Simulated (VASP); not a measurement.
# Rh in VASP: single point with revPBE

Aim: the single point of Rh with revPBE.

Everything below comes from runs of VASP 6.6.1. Logs are shortened: lines on timing, memory, paths and dates and some standing lists are left out, and cuts for length are marked.

**1. The cell of the first run**

The typed cell holds 2 atoms: a = 4.306 Å, b = 4.306 Å, c = 2.725 Å, α = 90.00°, β = 90.00°, γ = 143.45°.

**2. Single point, revPBE**

Contents of INCAR:

```
SYSTEM = Rh
PREC = Accurate
ENCUT = 520
EDIFF = 1E-7
ISMEAR = -1
SIGMA = 0.1
LREAL = .FALSE.
LASPH = .TRUE.
NELM = 60
ALGO = Normal
ISIF = 2
LWAVE = .FALSE.
LCHARG = .TRUE.
GGA = RE
LELF = .TRUE.
LVHAR = .TRUE.
ISYM = 0
NBANDS = 22
```

Contents of KPOINTS:

```
regular mesh
0
G
  14 14 9
  0 0 0
```

Contents of POSCAR:

```
Rh
1.0
   -2.6886974592      3.0935503379      1.3194238219
    3.0935503379     -2.6886974592      1.3194238219
    1.8828656600      1.8828656600     -0.5779350331
Rh
2
Direct
    0.0102097093      0.9897902907      1.0000000000
    0.7397902907      0.2602097093      0.5000000000
```

Potentials or basis: VASP PAW PBE potentials, release 64 (Rh_pv).

Command:

```bash
cat potpaw_PBE.64/Rh_pv/POTCAR > POTCAR
mpirun -np 1 vasp_std > vasp.out
```

OUTCAR:

```text
SYSTEM = Rh
   PREC = Accurate
   ENCUT = 520
   EDIFF = 1E-7
   ISMEAR = -1
   LREAL = .FALSE.
   LASPH = .TRUE.
   NELM = 60
   ISIF = 2
   GGA = RE
   ISYM = 0

 ion  position               nearest neighbor table
   1  0.010  0.990  0.000-   2 2.60   2 2.60   2 2.68   2 2.68   2 2.68   2 2.68
   2  0.740  0.260  0.500-   1 2.60   1 2.60   1 2.68   1 2.68   1 2.68   1 2.68

IMPORTANT INFORMATION: All symmetrisations will be switched off!
NOSYMM: (Re-)initialisation of all symmetry stuff for point group C_1.

----------------------------------------------------------------------------------------

                                     Primitive cell

  volume of cell :      30.0826

  direct lattice vectors                    reciprocal lattice vectors
    -2.688697459  3.093550338  1.319423822    -0.030928383  0.142014742  0.361910385
     3.093550338 -2.688697459  1.319423822     0.142014742 -0.030928383  0.361910385
     1.882865660  1.882865660 -0.577935033     0.253609800  0.253609800 -0.077817799

  length of vectors
     4.305813157  4.305813157  2.724770649     0.390004973  0.390004973  0.367003367

  position of ions in fractional coordinates (direct lattice)
     0.010209709  0.989790291  0.000000000
     0.739790291  0.260209709  0.500000000

  ion indices of the primitive-cell ions
   primitive index   ion index
                 1           1
                 2           2

----------------------------------------------------------------------------------------

 KPOINTS: regular mesh

Automatic generation of k-mesh.
 Grid dimensions read from file:
 generate k-points for:   14   14    9

 Generating k-lattice:

  Cartesian coordinates                     Fractional coordinates (reciprocal lattice)
    -0.002209170  0.010143910  0.025850742     0.071428571  0.000000000 -0.000000000
     0.010143910 -0.002209170  0.025850742     0.000000000  0.071428571 -0.000000000
     0.028178867  0.028178867 -0.008646422    -0.000000000 -0.000000000  0.111111111

  Length of vectors
     0.027857498  0.027857498  0.040778152

  Shift w.r.t. Gamma in fractional coordinates (k-lattice)
     0.000000000  0.000000000  0.000000000

 Subroutine IBZKPT returns following result:
 ===========================================

 Found    884 irreducible k-points:

 Following reciprocal coordinates:
            Coordinates               Weight
  0.000000  0.000000  0.000000      1.000000
  0.071429  0.000000  0.000000      2.000000
  0.000000 -0.071429 -0.000000      2.000000
  0.142857 -0.000000  0.000000      2.000000
[... 37 lines left out ...]
   ENCUT  =  520.0 eV  38.22 Ry    6.18 a.u.   8.01  8.01  5.07*2*pi/ulx,y,z
   NELM   =     60;   NELMIN=  2; NELMDL= -5     # of ELM steps
   EDIFF  = 0.1E-06   stopping-criterion for ELM
   LREAL  =      F    real-space projection
   EDIFFG = 0.1E-05   stopping-criterion for IOM
   NSW    =      0    number of steps for IOM
   IBRION =     -1    ionic relax: 0-MD 1-quasi-New 2-CG
   NFREE  =      0    steps in history (QN), initial steepest desc. (CG)
   ISIF   =      2    stress and relaxation
   ISYM   =      0    0-nonsym 1-usesym 2-fastsym
   POTIM  = 0.5000    time-step for ionic-motion
   TEBEG  =    0.0;   TEEND  =   0.0 temperature during run
   PSTRESS=    0.0 pullay stress
   NELECT =      30.0000    total number of electrons
   NUPDOWN=      -1.0000    fix difference up-down
   EMIN   =  10.00;   EMAX   =-10.00  energy-range for DOS
   EFERMI =   0.00;   METHOD = LEGACY
   ISMEAR =    -1;   SIGMA  =   0.10  broadening in eV -4-tet -1-fermi 0-gaus
   EFERMI_NEDOS =   21; number of points for ismear=-14 and -15
   IALGO  =     38    algorithm
   IMIX   =      4    mixing-type and parameters
     AMIX     =   0.40;   BMIX     =  1.00
     AMIX_MAG =   1.60;   BMIX_MAG =  1.00
  volume/ion in A,a.u.               =      15.04       101.50
  Fermi-wavevector in a.u.,A,eV,Ry     =   1.635599  3.090835 36.398103  2.675185
  Thomas-Fermi vector in A             =   2.727045
   LORBIT       =      0    0 simple, 1 ext, 2 COOP (PROOUT), +10 PAW based schemes
   GGA     = RE    functional components
   LHFCALC =     F    Hartree Fock is set to
   AEXX    =    0.0000 exact exchange contribution
   IVDW    =     0    specifies the selected vdW correction
   LEPSILON=     F    determine dielectric tensor
   LRPA    =     F    only Hartree local field effects (RPA)
 non-spin polarized calculation
  energy-cutoff  :      520.00
  volume of cell :       30.08
 maximum number of plane-waves:       828
   NGX = 15   NGY = 15   NGZ = 11

 number of electron      30.0000009 magnetization

 Free energy of the ion-electron system (eV)
  ---------------------------------------------------
  ext. energy  EPLUGINS =         0.00000000
  ---------------------------------------------------
  free energy    TOTEN  =       -13.13254038 eV

  energy without entropy =      -13.03236836  energy(sigma->0) =      -13.08245437

 E-fermi :  10.4533     XC(G=0): -13.3199

 val. band max:       10.4532535872   @ k =   0.5000   0.1429   0.3333
 cond. band min:      10.4533001633   @ k =   0.2143   0.2143  -0.0000
 fundamental gap:      0.0000465761
 Fermi energy:        10.4532963139

 k-point     1 :       0.0000    0.0000    0.0000
  band No.  band energies     occupation
      1     -36.5338      2.00000
      2     -36.0105      2.00000
      3     -35.8865      2.00000
      4     -35.8176      2.00000
      5     -35.7941      2.00000
      6     -35.7586      2.00000
[... 589 lines left out ...]
     21      23.9824      0.00000
     22      27.7943      0.00000

 [... further k-points ...]

------------------------ aborting loop because EDIFF is reached ----------------------------------------

  FORCE on cell =-STRESS in cart. coord.  units (eV):
  Direction    XX          YY          ZZ          XY          YZ          ZX
  --------------------------------------------------------------------------------------
  -------------------------------------------------------------------------------------
  Total        0.0174020      0.0174020      0.0110801     -0.0005638     -0.0004947     -0.0004948
  in kB        0.9268191      0.9268203      0.5901197     -0.0300290     -0.0263465     -0.0263512
  external PRESSURE =       0.8145864 kB  Pullay stress =       0.0000000 kB

 VOLUME and BASIS-vectors are now :
 -----------------------------------------------------------------------------
  energy-cutoff  :      520.00
  volume of cell :       30.08
      direct lattice vectors                 reciprocal lattice vectors
    -2.688697459  3.093550338  1.319423822    -0.030928383  0.142014742  0.361910385
     3.093550338 -2.688697459  1.319423822     0.142014742 -0.030928383  0.361910385
     1.882865660  1.882865660 -0.577935033     0.253609800  0.253609800 -0.077817799

 POSITION                                       TOTAL-FORCE (eV/Angst)
 -----------------------------------------------------------------------------------
      3.03452     -2.62966      1.31942        -0.000860      0.000860     -0.000000
     -0.24267      2.53039      1.03046         0.000860     -0.000860      0.000000
 -----------------------------------------------------------------------------------
    total drift:                                0.000003     -0.000003     -0.000000

  FREE ENERGIE OF THE ION-ELECTRON SYSTEM (eV)
  ---------------------------------------------------
  free  energy   TOTEN  =       -13.1325403835 eV

  energy  without entropy=      -13.0323683630  energy(sigma->0) =      -13.08245437
```

OSZICAR:

```text
N       E                     dE             d eps       ncg     rms          rms(c)
DAV:   1     0.328885144919E+03    0.32889E+03   -0.18347E+04 38904   0.154E+03
DAV:   2    -0.683644899246E+01   -0.33572E+03   -0.32404E+03 40342   0.469E+02
DAV:   3    -0.138792150148E+02   -0.70428E+01   -0.70031E+01 45490   0.771E+01
DAV:   4    -0.139321066943E+02   -0.52892E-01   -0.52887E-01 43504   0.676E+00
DAV:   5    -0.139330754533E+02   -0.96876E-03   -0.96875E-03 46074   0.938E-01    0.119E+01
DAV:   6    -0.131552660191E+02    0.77781E+00   -0.19476E+00 43162   0.146E+01    0.437E+00
DAV:   7    -0.131364968739E+02    0.18769E-01   -0.32757E-02 43678   0.155E+00    0.214E+00
DAV:   8    -0.131326221176E+02    0.38748E-02   -0.51730E-03 42056   0.784E-01    0.125E-01
DAV:   9    -0.131325252746E+02    0.96843E-04   -0.20277E-04 45016   0.154E-01    0.393E-02
DAV:  10    -0.131325462349E+02   -0.20960E-04   -0.38590E-05 43732   0.815E-02    0.219E-02
DAV:  11    -0.131325450560E+02    0.11788E-05   -0.22192E-05 44158   0.684E-02    0.163E-02
DAV:  12    -0.131325409500E+02    0.41060E-05   -0.12214E-06 44362   0.145E-02    0.222E-03
DAV:  13    -0.131325402886E+02    0.66142E-06   -0.15745E-07 24774   0.461E-03    0.395E-04
DAV:  14    -0.131325404128E+02   -0.12414E-06   -0.18080E-08 20642   0.157E-03    0.235E-04
DAV:  15    -0.131325403835E+02    0.29282E-07   -0.44558E-09 20204   0.766E-04
   1 F= -.13132540E+02 E0= -.13082454E+02  d E =-.100172E+00
```

stdout:

```text
POSCAR found type information on POSCAR Rh
 POSCAR found :  1 types and       2 ions
 scaLAPACK will be used
 -----------------------------------------------------------------------------
|                                                                             |
|                                                                             |
|     You enforced a specific xc type in the INCAR file but a different       |
|     I HOPE YOU KNOW WHAT YOU ARE DOING!                                     |
|                                                                             |
 -----------------------------------------------------------------------------

 LDA part: xc-table for (Slater+PW92), standard interpolation
 POSCAR, INCAR and KPOINTS ok, starting setup
 FFT: planning ... GRIDC
 FFT: planning ... GRID_SOFT
 FFT: planning ... GRID
 WAVECAR not read
 entering main loop
```

Wall time 3.5 min (1 thread of Intel Xeon 6975P-C (Granite Rapids), shared host); peak memory 0.52 GiB.

Results:

* Free energy: -13.1325 eV
* Pressure: 0.1 GPa
* Band gap on the k mesh: zero (bands 15 and 16 overlap by 1.79 eV)

Caveat: the PAW data sets were made with another functional, which shifts forces and pressure a little.
